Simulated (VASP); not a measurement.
# SrO in VASP: settings compared

Aim: see how the results for SrO move with the level of theory and the settings. Levels: PBE, r2SCAN, HSE06. Tasks: single point.

Program: VASP 6.6.1. These are calculated values, not measurements. Logs are shortened: lines on timing, memory, paths and dates and some standing lists are left out, and cuts for length are marked.

**1. The cell of the first run**

The structure is trigonal, space group R-3m (No. 166). The conventional cell has a = 3.649 Å, b = 3.649 Å, c = 9.083 Å, α = 90.00°, β = 90.00°, γ = 120.00°. Within 3.4 Å of Sr (site symmetry -3m) lie 6 O at 2.59 Å. Within 3.4 Å of O (site symmetry -3m) lie 6 Sr at 2.59 Å.

**2. Single point, PBE (strain along [111] +1.6%)**

The input, INCAR:

```
SYSTEM = SrO
ALGO = Normal
EDIFF = 1E-7
ENCUT = 520
GGA = PE
ISIF = 2
ISMEAR = -1
LASPH = .TRUE.
LCHARG = .FALSE.
LREAL = .FALSE.
LWAVE = .FALSE.
NBANDS = 15
NELM = 60
PREC = Accurate
SIGMA = 0.02
```

The input, KPOINTS:

```
k-points
0
G
  8 8 8
  0 0 0
```

The input, POSCAR:

```
SrO
1.0
    0.0280348299      2.6079271565      2.6079271565
    2.6079271565      0.0280348299      2.6079271565
    2.6079271565      2.6079271565      0.0280348299
Sr O
1 1
Direct
    0.0000000000      0.0000000000      0.0000000000
    0.5000000000      0.5000000000      0.5000000000
```

Potentials or basis: VASP PAW PBE potentials, release 64 (Sr_sv, O).

Command:

```bash
$ cat potpaw_PBE.64/Sr_sv/POTCAR potpaw_PBE.64/O/POTCAR > POTCAR
$ mpirun -np 1 vasp_std > vasp.out
```

OUTCAR:

```text
SYSTEM = SrO
   EDIFF = 1E-7
   ENCUT = 520
   GGA = PE
   ISIF = 2
   ISMEAR = -1
   LASPH = .TRUE.
   LREAL = .FALSE.
   NELM = 60
   PREC = Accurate

 ion  position               nearest neighbor table
   1  0.000  0.000  0.000-   2 2.59   2 2.59   2 2.59   2 2.59   2 2.59   2 2.59
   2  0.500  0.500  0.500-   1 2.59   1 2.59   1 2.59   1 2.59   1 2.59   1 2.59

  LATTYP: Found a trigonal (rhomboedric) cell.
 ALAT       =     3.6882725033
 COS(alpha) =     0.5107203423

  Lattice vectors:

 A1 = (   0.0280348299,   2.6079271565,   2.6079271565)
 A2 = (   2.6079271565,   0.0280348299,   2.6079271565)
 A3 = (   2.6079271565,   2.6079271565,   0.0280348299)

Analysis of symmetry for initial positions (statically):
=====================================================================
 Subroutine PRICEL returns:
 Original cell was already a primitive cell.

 Routine SETGRP: Setting up the symmetry group for a
 trigonal (rhombohedral) supercell.

 Subroutine GETGRP returns: Found 12 space group operations
 (whereof 12 operations were pure point group operations)
 out of a pool of 12 trial point group operations.

The static configuration has the point symmetry D_3d.

Analysis of symmetry for dynamics (positions and initial velocities):
=====================================================================
 Subroutine PRICEL returns:
 Original cell was already a primitive cell.

 Routine SETGRP: Setting up the symmetry group for a
 trigonal (rhombohedral) supercell.

 Subroutine GETGRP returns: Found 12 space group operations
 (whereof 12 operations were pure point group operations)
 out of a pool of 12 trial point group operations.

The dynamic configuration has the point symmetry D_3d.

 Subroutine INISYM returns: Found 12 space group operations
 (whereof 12 operations are pure point group operations),
 and found     1 'primitive' translations

----------------------------------------------------------------------------------------

                                     Primitive cell

  volume of cell :      34.9025

  direct lattice vectors                    reciprocal lattice vectors
     0.028034830  2.607927157  2.607927157    -0.194842665  0.192770411  0.192770411
     2.607927157  0.028034830  2.607927157     0.192770411 -0.194842665  0.192770411
     2.607927157  2.607927157  0.028034830     0.192770411  0.192770411 -0.194842665

  length of vectors
     3.688272503  3.688272503  3.688272503     0.335088834  0.335088834  0.335088834

  position of ions in fractional coordinates (direct lattice)
     0.000000000  0.000000000  0.000000000
     0.500000000  0.500000000  0.500000000

  ion indices of the primitive-cell ions
   primitive index   ion index
                 1           1
                 2           2

----------------------------------------------------------------------------------------

 KPOINTS: k-points

Automatic generation of k-mesh.
 Grid dimensions read from file:
 generate k-points for:    8    8    8

 Generating k-lattice:

  Cartesian coordinates                     Fractional coordinates (reciprocal lattice)
    -0.024355333  0.024096301  0.024096301     0.125000000  0.000000000  0.000000000
     0.024096301 -0.024355333  0.024096301     0.000000000  0.125000000  0.000000000
     0.024096301  0.024096301 -0.024355333     0.000000000  0.000000000  0.125000000

  Length of vectors
     0.041886104  0.041886104  0.041886104

  Shift w.r.t. Gamma in fractional coordinates (k-lattice)
     0.000000000  0.000000000  0.000000000

 Subroutine IBZKPT returns following result:
 ===========================================

 Found     65 irreducible k-points:

 Following reciprocal coordinates:
            Coordinates               Weight
  0.000000  0.000000  0.000000      1.000000
  0.125000  0.000000 -0.000000      6.000000
  0.250000  0.000000 -0.000000      6.000000
  0.375000 -0.000000 -0.000000      6.000000
  0.500000  0.000000 -0.000000      3.000000
  0.125000  0.125000  0.000000      6.000000
[... 16 lines left out ...]
  0.250000  0.125000  0.125000      6.000000
  0.375000  0.125000  0.125000      6.000000
 [... further k-points ...]
   k-points           NKPTS =     65   k-points in BZ     NKDIM =     65   number of bands    NBANDS=     15
   number of dos      NEDOS =    301   number of ions     NIONS =      2
   total plane-waves  NPLWV =  21952
   dimension x,y,z NGX =    28 NGY =   28 NGZ =   28
   dimension x,y,z NGXF=    56 NGYF=   56 NGZF=   56
   ions per type =               1   1
   NGX,Y,Z   is equivalent  to a cutoff of  12.62, 12.62, 12.62 a.u.
   NGXF,Y,Z  is equivalent  to a cutoff of  25.24, 25.24, 25.24 a.u.
 SYSTEM =  SrO
   PREC   = accura    normal or accurate (medium, high low for compatibility)
   ISTART =      0    job   : 0-new  1-cont  2-samecut
   ICHARG =      2    charge: 1-file 2-atom 10-const
   ISPIN  =      1    spin polarized calculation?
   LNONCOLLINEAR =      F non collinear calculations
   LSORBIT =      F    spin-orbit coupling
   LASPH  =      T    aspherical Exc in radial PAW
   ENCUT  =  520.0 eV  38.22 Ry    6.18 a.u.   6.86  6.86  6.86*2*pi/ulx,y,z
   NELM   =     60;   NELMIN=  2; NELMDL= -5     # of ELM steps
   EDIFF  = 0.1E-06   stopping-criterion for ELM
   LREAL  =      F    real-space projection
   EDIFFG = 0.1E-05   stopping-criterion for IOM
   NSW    =      0    number of steps for IOM
   IBRION =     -1    ionic relax: 0-MD 1-quasi-New 2-CG
   NFREE  =      0    steps in history (QN), initial steepest desc. (CG)
   ISIF   =      2    stress and relaxation
   ISYM   =      2    0-nonsym 1-usesym 2-fastsym
   POTIM  = 0.5000    time-step for ionic-motion
   TEBEG  =    0.0;   TEEND  =   0.0 temperature during run
   PSTRESS=    0.0 pullay stress
   NELECT =      16.0000    total number of electrons
   NUPDOWN=      -1.0000    fix difference up-down
   EMIN   =  10.00;   EMAX   =-10.00  energy-range for DOS
   EFERMI =   0.00;   METHOD = LEGACY
   ISMEAR =    -1;   SIGMA  =   0.02  broadening in eV -4-tet -1-fermi 0-gaus
   EFERMI_NEDOS =   21; number of points for ismear=-14 and -15
   IALGO  =     38    algorithm
   IMIX   =      4    mixing-type and parameters
     AMIX     =   0.40;   BMIX     =  1.00
     AMIX_MAG =   1.60;   BMIX_MAG =  1.00
  volume/ion in A,a.u.               =      17.45       117.77
  Fermi-wavevector in a.u.,A,eV,Ry     =   1.262300  2.385401 21.679543  1.593401
  Thomas-Fermi vector in A             =   2.395715
   LORBIT       =      0    0 simple, 1 ext, 2 COOP (PROOUT), +10 PAW based schemes
   GGA     = PE    functional components
   LHFCALC =     F    Hartree Fock is set to
   AEXX    =    0.0000 exact exchange contribution
   IVDW    =     0    specifies the selected vdW correction
   LEPSILON=     F    determine dielectric tensor
   LRPA    =     F    only Hartree local field effects (RPA)
 non-spin polarized calculation
  energy-cutoff  :      520.00
  volume of cell :       34.90
 maximum number of plane-waves:       953
   NGX = 13   NGY = 13   NGZ = 13

 number of electron      15.9999999 magnetization

 Free energy of the ion-electron system (eV)
  ---------------------------------------------------
  ext. energy  EPLUGINS =         0.00000000
  ---------------------------------------------------
  free energy    TOTEN  =       -12.05184817 eV

  energy without entropy =      -12.05184817  energy(sigma->0) =      -12.05184817

 E-fermi :   1.9258     XC(G=0):  -9.9019

 val. band max:        1.5534971779   @ k =   0.0000   0.0000   0.0000
 cond. band min:       4.8178592046   @ k =   0.5000   0.5000   0.0000
 fundamental gap:      3.2643620267
 Fermi energy:         1.9258479372

 k-point     1 :       0.0000    0.0000    0.0000
  band No.  band energies     occupation
      1     -30.9452      2.00000
      2     -13.5160      2.00000
      3     -12.6135      2.00000
      4     -12.6068      2.00000
      5     -12.6068      2.00000
      6       1.5174      2.00000
      7       1.5535      2.00000
      8       1.5535      2.00000
      9       5.3339      0.00000
     10       7.5663      0.00000
     11       7.7533      0.00000
     12       7.7533      0.00000
     13       9.8022      0.00000
     14       9.8022      0.00000
     15      14.1227      0.00000

 k-point     2 :       0.1250    0.0000   -0.0000
  band No.  band energies     occupation
      1     -30.9271      2.00000
      2     -13.8862      2.00000
      3     -12.6235      2.00000
      4     -12.6198      2.00000
      5     -12.2830      2.00000
      6       1.1023      2.00000
      7       1.3284      2.00000
      8       1.3675      2.00000
      9       6.0259      0.00000
     10       7.5666      0.00000
     11       7.8893      0.00000
     12       8.0569      0.00000
     13      10.1906      0.00000
     14      10.1911      0.00000
     15      15.1098      0.00000

 k-point     3 :       0.2500    0.0000   -0.0000
  band No.  band energies     occupation
      1     -30.8832      2.00000
      2     -14.4405      2.00000
      3     -12.6510      2.00000
      4     -12.6491      2.00000
      5     -11.8397      2.00000
      6       0.2941      2.00000
      7       0.9102      2.00000
      8       0.9645      2.00000
      9       7.4343      0.00000
     10       7.5906      0.00000
     11       8.6967      0.00000
     12       8.8809      0.00000
     13      11.1630      0.00000
     14      11.1650      0.00000
     15      17.0446      0.00000
[... 343 lines left out ...]
 k-point    23 :       0.2500    0.1250    0.1250
  band No.  band energies     occupation
      1     -30.9024      2.00000
      2     -14.2073      2.00000
      3     -12.7160      2.00000
      4     -12.6121      2.00000
      5     -11.9863      2.00000
      6       0.5476      2.00000
      7       1.0284      2.00000
      8       1.3745      2.00000
      9       6.7800      0.00000
     10       7.2675      0.00000
     11       8.2795      0.00000
     12       8.8234      0.00000
     13      10.5481      0.00000
     14      10.9707      0.00000
     15      16.3252      0.00000

 k-point    24 :       0.3750    0.1250    0.1250
  band No.  band energies     occupation
      1     -30.8585      2.00000
      2     -14.5857      2.00000
      3     -12.8021      2.00000
      4     -12.6438      2.00000
      5     -11.7081      2.00000
      6       0.0008      2.00000
      7       0.6887      2.00000
      8       1.0596      2.00000
      9       7.4073      0.00000
     10       7.9833      0.00000
     11       9.0610      0.00000
     12       9.6835      0.00000
     13      11.6594      0.00000
     14      11.9594      0.00000
     15      17.3131      0.00000

 [... further k-points ...]

------------------------ aborting loop because EDIFF is reached ----------------------------------------

  FORCE on cell =-STRESS in cart. coord.  units (eV):
  Direction    XX          YY          ZZ          XY          YZ          ZX
  --------------------------------------------------------------------------------------
  -------------------------------------------------------------------------------------
  Total        0.1886827      0.1886827      0.1886827     -0.1314201     -0.1314201     -0.1314201
  in kB        8.6613575      8.6613575      8.6613575     -6.0327538     -6.0327538     -6.0327538
  external PRESSURE =       8.6613575 kB  Pullay stress =       0.0000000 kB

 VOLUME and BASIS-vectors are now :
 -----------------------------------------------------------------------------
  energy-cutoff  :      520.00
  volume of cell :       34.90
      direct lattice vectors                 reciprocal lattice vectors
     0.028034830  2.607927157  2.607927157    -0.194842665  0.192770411  0.192770411
     2.607927157  0.028034830  2.607927157     0.192770411 -0.194842665  0.192770411
     2.607927157  2.607927157  0.028034830     0.192770411  0.192770411 -0.194842665

 POSITION                                       TOTAL-FORCE (eV/Angst)
 -----------------------------------------------------------------------------------
      0.00000      0.00000      0.00000         0.000000     -0.000000      0.000000
      2.62194      2.62194      2.62194        -0.000000      0.000000     -0.000000
 -----------------------------------------------------------------------------------
    total drift:                                0.000000      0.000000      0.000000

  FREE ENERGIE OF THE ION-ELECTRON SYSTEM (eV)
  ---------------------------------------------------
  free  energy   TOTEN  =       -12.0518481688 eV

  energy  without entropy=      -12.0518481688  energy(sigma->0) =      -12.05184817
```

It took 20 s on 1 thread of AMD EPYC 9R45 (Zen 5), shared host; peak memory 0.15 GiB.

What came out:

```
Free energy            : -12.0518 eV
Pressure               : 0.9 GPa
Band gap on the k mesh : 3.26 eV, indirect (least direct gap 3.37 eV)
```

Stress tensor (GPa, compression positive):
```
 0.87 -0.60 -0.60
-0.60  0.87 -0.60
-0.60 -0.60  0.87
```

Caveat: the cell differs from its parent crystal (strain along [111] +1.6%). A k mesh can miss the band edges.

**3. Single point, r2SCAN (strain along [111] +1.6%)**

POSCAR is that of step 2.

The input, INCAR.step1:

```
SYSTEM = SrO
PREC = Accurate
ENCUT = 520
ISMEAR = 0
SIGMA = 0.01
LREAL = .FALSE.
LASPH = .TRUE.
NELM = 80
NBANDS = 15
GGA = PE
ALGO = Normal
EDIFF = 1E-4
LWAVE = .TRUE.
LCHARG = .FALSE.
```

The input, INCAR.step2:

```
SYSTEM = SrO
PREC = Accurate
ENCUT = 520
EDIFF = 1E-7
ISMEAR = 0
SIGMA = 0.01
LREAL = .FALSE.
LASPH = .TRUE.
NELM = 80
ALGO = Normal
ISIF = 2
LWAVE = .FALSE.
LCHARG = .FALSE.
METAGGA = R2SCAN
LMIXTAU = .TRUE.
NBANDS = 15
ISTART = 1
```

The input, KPOINTS:

```
Automatic mesh
0
G
  8 8 8
  0 0 0
```

Potentials or basis: VASP PAW PBE potentials, release 64 (Sr_sv, O).

Command:

```bash
$ cat potpaw_PBE.64/Sr_sv/POTCAR potpaw_PBE.64/O/POTCAR > POTCAR
$ cp INCAR.step1 INCAR
$ mpirun -np 1 vasp_std > vasp.out
$ cp INCAR.step2 INCAR
$ mpirun -np 1 vasp_std > vasp.out
```

It took 100 s on 1 thread of AMD EPYC 9R45 (Zen 5), shared host; peak memory 0.16 GiB.

Results (log left out):

- Free energy: -27.0532 eV
- Pressure: -1.0 GPa
- Band gap on the k mesh: 3.74 eV, indirect (least direct gap 3.84 eV)

Stress tensor (GPa, compression positive):
```
-0.98 -0.62 -0.62
-0.62 -0.98 -0.62
-0.62 -0.62 -0.98
```

Levels at points of the mesh, in eV from the valence-band top:
```tsv
k point	band 5	band 6	band 7	band 8	band 9	band 10	band 11	band 12
(0.00, 0.00, 0.00)	-14.63	-0.04	0.00	0.00	4.45	6.58	6.77	6.77
(0.50, 0.00, 0.00)	-13.64	-2.08	-1.14	-1.07	6.99	8.85	9.24	9.44
(0.50, 0.50, 0.00)	-14.96	-0.49	-0.13	-0.10	3.74	8.30	10.72	10.86
(0.50, 0.50, 0.50)	-13.59	-2.08	-1.04	-1.04	6.94	8.82	9.24	9.24
```

Caveat: the cell differs from its parent crystal (strain along [111] +1.6%); the PAW data sets were made with another functional, which shifts forces and pressure a little.

(Continued in part 2 of 2.)
